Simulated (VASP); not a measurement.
# KBr (P6_3/mmc) in VASP: notebook, part 2 of 2

VASP 6.6.1.

### 3 Single point, PBE (uniaxial z strain -2.5%)

File INCAR:

```
PREC = Accurate
ENCUT = 520
EDIFF = 1E-7
ISMEAR = -1
SIGMA = 0.02
LREAL = False
LASPH = True
NELM = 60
ALGO = Normal
ISIF = 2
LWAVE = False
LCHARG = True
GGA = PE
LELF = True
LVHAR = True
NBANDS = 24
```

File KPOINTS:

```
regular mesh
0
Gamma
  6 6 4
```

File POSCAR:

```
KBr
1.0
    5.6185814494      0.0000000000      0.0000000000
   -2.8092907247      4.8658342684      0.0000000000
    0.0000000000      0.0000000000      6.3919504017
K Br
2 2
Direct
    0.3333333333      0.6666666667     -0.0625000000
    0.6666666667      0.3333333333      0.4375000000
    0.3333333333      0.6666666667      0.4375000000
    0.6666666667      0.3333333333      0.9375000000
```

Potentials or basis: VASP PAW PBE potentials, release 64 (K_sv, Br).

Command:

```console
cat potpaw_PBE.64/K_sv/POTCAR potpaw_PBE.64/Br/POTCAR > POTCAR
mpirun -np 1 vasp_std > vasp.out
```

OUTCAR:

```text
PREC = Accurate
   ENCUT = 520
   EDIFF = 1E-7
   ISMEAR = -1
   LREAL = False
   LASPH = True
   NELM = 60
   ISIF = 2
   GGA = PE

 ion  position               nearest neighbor table
   1  0.333  0.667  0.938-   3 3.20   3 3.20   4 3.24   4 3.24   4 3.24
   2  0.667  0.333  0.438-   4 3.20   4 3.20   3 3.24   3 3.24   3 3.24
   3  0.333  0.667  0.438-   1 3.20   1 3.20   2 3.24   2 3.24   2 3.24
   4  0.667  0.333  0.938-   2 3.20   2 3.20   1 3.24   1 3.24   1 3.24

  LATTYP: Found a hexagonal cell.
 ALAT       =     5.6185814494
 C/A-ratio  =     1.1376448770

  Lattice vectors:

 A1 = (   5.6185814494,   0.0000000000,   0.0000000000)
 A2 = (  -2.8092907247,   4.8658342684,   0.0000000000)
 A3 = (   0.0000000000,   0.0000000000,   6.3919504017)

Analysis of symmetry for initial positions (statically):
=====================================================================
 Subroutine PRICEL returns:
 Original cell was already a primitive cell.

 Routine SETGRP: Setting up the symmetry group for a
 hexagonal supercell.

[... 165 lines left out ...]

  energy without entropy =      -12.24702321  energy(sigma->0) =      -12.24702321

 E-fermi :  -2.0289     XC(G=0):  -6.4316

 val. band max:       -2.4472070208   @ k =   0.0000   0.0000   0.0000
 cond. band min:       1.7716512948   @ k =   0.0000   0.0000   0.0000
 fundamental gap:      4.2188583156
 Fermi energy:        -2.0289069357

 k-point     1 :       0.0000    0.0000    0.0000
  band No.  band energies     occupation
      1     -30.3120      2.00000
      2     -30.3042      2.00000
      3     -14.7141      2.00000
      4     -14.6222      2.00000
      5     -13.8741      2.00000
      6     -13.8481      2.00000
[... 556 lines left out ...]
     23       6.2062      0.00000
     24       6.2062      0.00000

------------------------ aborting loop because EDIFF is reached ----------------------------------------

  FORCE on cell =-STRESS in cart. coord.  units (eV):
  Direction    XX          YY          ZZ          XY          YZ          ZX
  --------------------------------------------------------------------------------------
  -------------------------------------------------------------------------------------
  Total        0.5276528      0.5276528      1.6441825      0.0000000     -0.0000000      0.0000000
  in kB        4.8377282      4.8377282     15.0745106      0.0000000     -0.0000000      0.0000000
  external PRESSURE =       8.2499890 kB  Pullay stress =       0.0000000 kB

 VOLUME and BASIS-vectors are now :
 -----------------------------------------------------------------------------
  energy-cutoff  :      520.00
  volume of cell :      174.75
      direct lattice vectors                 reciprocal lattice vectors
     5.618581449  0.000000000  0.000000000     0.177980867  0.102757302  0.000000000
    -2.809290725  4.865834268  0.000000000     0.000000000  0.205514603  0.000000000
     0.000000000  0.000000000  6.391950402     0.000000000  0.000000000  0.156446771

 POSITION                                       TOTAL-FORCE (eV/Angst)
 -----------------------------------------------------------------------------------
     -0.00000      3.24389      5.99245         0.000000     -0.000000      0.000000
      2.80929      1.62194      2.79648        -0.000000     -0.000000      0.000000
     -0.00000      3.24389      2.79648        -0.000000      0.000000     -0.000000
      2.80929      1.62194      5.99245         0.000000     -0.000000      0.000000
 -----------------------------------------------------------------------------------
    total drift:                               -0.000000      0.000000      0.000000

  FREE ENERGIE OF THE ION-ELECTRON SYSTEM (eV)
  ---------------------------------------------------
  free  energy   TOTEN  =       -12.2470232102 eV

  energy  without entropy=      -12.2470232102  energy(sigma->0) =      -12.24702321
```

stdout:

```text
POSCAR found type information on POSCAR K Br
 POSCAR found :  2 types and       4 ions
 scaLAPACK will be used
 LDA part: xc-table for (Slater+PW92), standard interpolation
 POSCAR, INCAR and KPOINTS ok, starting setup
 FFT: planning ... GRIDC
 FFT: planning ... GRID_SOFT
 FFT: planning ... GRID
 WAVECAR not read
 entering main loop
```

It took 2.2 min on 1 thread of Intel Xeon Platinum 8259CL at 2.50GHz (Skylake/Cascade Lake), shared host; peak memory 0.3 GiB.

What came out:

- Free energy: -12.2470 eV
- Pressure: 0.8 GPa
- Band gap on the k mesh: 4.22 eV, direct

Stress tensor (GPa, compression positive):
```
0.48 0.00 0.00
0.00 0.48 0.00
0.00 0.00 1.51
```

Caveat: the cell differs from its parent crystal (uniaxial z strain -2.5%). A k mesh can miss the band edges.

### 4 Single point, r2SCAN (strain -1.3%)

File POSCAR:

```
KBr
1.0
    5.5438543162      0.0000000000      0.0000000000
   -2.7719271581      4.8011186727      0.0000000000
    0.0000000000      0.0000000000      6.4666640637
K Br
2 2
Direct
    0.3333333333      0.6666666667     -0.0625000000
    0.6666666667      0.3333333333      0.4375000000
    0.3333333333      0.6666666667      0.4375000000
    0.6666666667      0.3333333333      0.9375000000
```

File INCAR.step1:

```
SYSTEM = KBr
  PREC = Accurate
  ENCUT = 520
  ISMEAR = 0
  SIGMA = 0.01
  LREAL = .FALSE.
  LASPH = .TRUE.
  NELM = 80
  NBANDS = 24
  GGA = PE
  ALGO = Normal
  EDIFF = 1E-4
  LWAVE = .TRUE.
  LCHARG = .FALSE.
```

File INCAR.step2:

```
SYSTEM = KBr
  PREC = Accurate
  ENCUT = 520
  EDIFF = 1E-7
  ISMEAR = 0
  SIGMA = 0.01
  LREAL = .FALSE.
  LASPH = .TRUE.
  NELM = 80
  ALGO = Normal
  ISIF = 2
  LWAVE = .FALSE.
  LCHARG = .TRUE.
  METAGGA = R2SCAN
  LMIXTAU = .TRUE.
  LELF = .TRUE.
  LVHAR = .TRUE.
  NBANDS = 24
  ISTART = 1
```

File KPOINTS:

```
Automatic mesh
0
G
  6 6 4
  0 0 0
```

Command:

```console
cat potpaw_PBE.64/K_sv/POTCAR potpaw_PBE.64/Br/POTCAR > POTCAR
cp INCAR.step1 INCAR
mpirun -np 1 vasp_std > vasp.out
cp INCAR.step2 INCAR
mpirun -np 1 vasp_std > vasp.out
```

Wall time 8.7 min (1 thread of Intel Xeon Platinum 8259CL at 2.50GHz (Skylake/Cascade Lake), shared host); peak memory 0.34 GiB.

It converged, with:

```
Free energy            : -46.2155 eV
Pressure               : 0.5 GPa
Band gap on the k mesh : 4.81 eV, direct
```

Stress tensor (GPa, compression positive):
```
0.51 0.00 0.00
0.00 0.51 0.00
0.00 0.00 0.63
```

Levels at points of the mesh, in eV from the valence-band top:
```csv
k point,band 12,band 13,band 14,band 15,band 16,band 17,band 18,band 19,band 20,band 21
"(0.00, 0.00, 0.00)",-0.52,-0.52,-0.32,-0.32,0.00,4.81,7.94,8.08,8.08,9.01
"(0.50, 0.00, 0.00)",-0.54,-0.49,-0.49,-0.27,-0.17,6.47,7.21,7.35,7.43,8.78
"(0.00, 0.00, 0.50)",-0.68,-0.44,-0.44,-0.44,-0.44,6.10,6.10,9.15,9.15,9.15
"(0.50, 0.00, 0.50)",-0.96,-0.38,-0.38,-0.30,-0.30,6.78,6.78,8.78,8.78,8.91
```

Caveat: the cell differs from its parent crystal (strain -1.3%); the PAW data sets were made with another functional, which shifts forces and pressure a little. A k mesh can miss the band edges.

### 5 Single point, r2SCAN (uniaxial z strain -2.5%)

File POSCAR:

```
KBr
1.0
    5.6185814494      0.0000000000      0.0000000000
   -2.8092907247      4.8658342684      0.0000000000
    0.0000000000      0.0000000000      6.3919504017
K Br
2 2
Direct
    0.3333333333      0.6666666667     -0.0625000000
    0.6666666667      0.3333333333      0.4375000000
    0.3333333333      0.6666666667      0.4375000000
    0.6666666667      0.3333333333      0.9375000000
```

File INCAR.step1:

```
ALGO = Normal
EDIFF = 1E-4
ENCUT = 520
GGA = PE
ISMEAR = 0
LASPH = True
LCHARG = False
LREAL = False
LWAVE = True
NBANDS = 24
NELM = 100
PREC = Accurate
SIGMA = 0.01
```

File INCAR.step2:

```
ALGO = Normal
EDIFF = 1E-6
ENCUT = 520
ISIF = 2
ISMEAR = 0
ISTART = 1
LASPH = True
LCHARG = False
LMIXTAU = True
LREAL = False
LWAVE = False
METAGGA = R2SCAN
NBANDS = 24
NELM = 100
PREC = Accurate
SIGMA = 0.01
```

File KPOINTS:

```
k-points
0
Gamma
  6 6 4
```

Command:

```console
cat potpaw_PBE.64/K_sv/POTCAR potpaw_PBE.64/Br/POTCAR > POTCAR
cp INCAR.step1 INCAR
mpirun -np 1 vasp_std > vasp.out
cp INCAR.step2 INCAR
mpirun -np 1 vasp_std > vasp.out
```

Run time: 6 min. Hardware: 1 thread of Intel Xeon Platinum 8259CL at 2.50GHz (Skylake/Cascade Lake), shared host; peak memory 0.34 GiB.

The run converged. Its results:

```yaml
Free_energy: -46.2142 eV
Pressure: 0.4 GPa
Band_gap_on_the_k_mesh: 4.79 eV, direct
```

Stress tensor (GPa, compression positive):
```
0.10 0.00 0.00
0.00 0.10 0.00
0.00 0.00 1.02
```

Levels at points of the mesh, in eV from the valence-band top:
```csv
k point,band 12,band 13,band 14,band 15,band 16,band 17,band 18,band 19,band 20,band 21
"(0.00, 0.00, 0.00)",-0.52,-0.52,-0.31,-0.31,0.00,4.79,7.96,8.03,8.03,8.91
"(0.50, 0.00, 0.00)",-0.56,-0.47,-0.47,-0.25,-0.16,6.44,7.23,7.30,7.42,8.73
"(0.00, 0.00, 0.50)",-0.69,-0.44,-0.44,-0.44,-0.44,6.07,6.07,9.07,9.07,9.07
"(0.50, 0.00, 0.50)",-0.96,-0.39,-0.39,-0.30,-0.30,6.78,6.78,8.69,8.69,8.91
```

Caveat: the cell differs from its parent crystal (uniaxial z strain -2.5%); the PAW data sets were made with another functional, which shifts forces and pressure a little.

### 6 Overview

```tsv
level	cell	smearing	gap on the mesh (eV)	pressure (GPa)
PBE	a = 5.544, b = 5.544, c = 6.467 Å, angles 90.0, 90.0, 120.0°, 4 atoms	fermi-dirac 0.02 eV	4.25	1.0
PBE	a = 5.619, b = 5.619, c = 6.392 Å, angles 90.0, 90.0, 120.0°, 4 atoms	fermi-dirac 0.02 eV	4.22	0.8
r2SCAN	a = 5.544, b = 5.544, c = 6.467 Å, angles 90.0, 90.0, 120.0°, 4 atoms	gaussian 0.01 eV	4.81	0.5
r2SCAN	a = 5.619, b = 5.619, c = 6.392 Å, angles 90.0, 90.0, 120.0°, 4 atoms	gaussian 0.01 eV	4.79	0.4
```

Alike in all rows: task single point; potentials or basis VASP PAW PBE potentials, release 64 (K_sv, Br); no spin polarisation; k mesh 6 × 6 × 4; cutoff (eV) 520.

Caveats: the PAW data sets were made with another functional, which shifts forces and pressure a little (some runs).

Absolute energies hang on the potentials; compare differences alone.
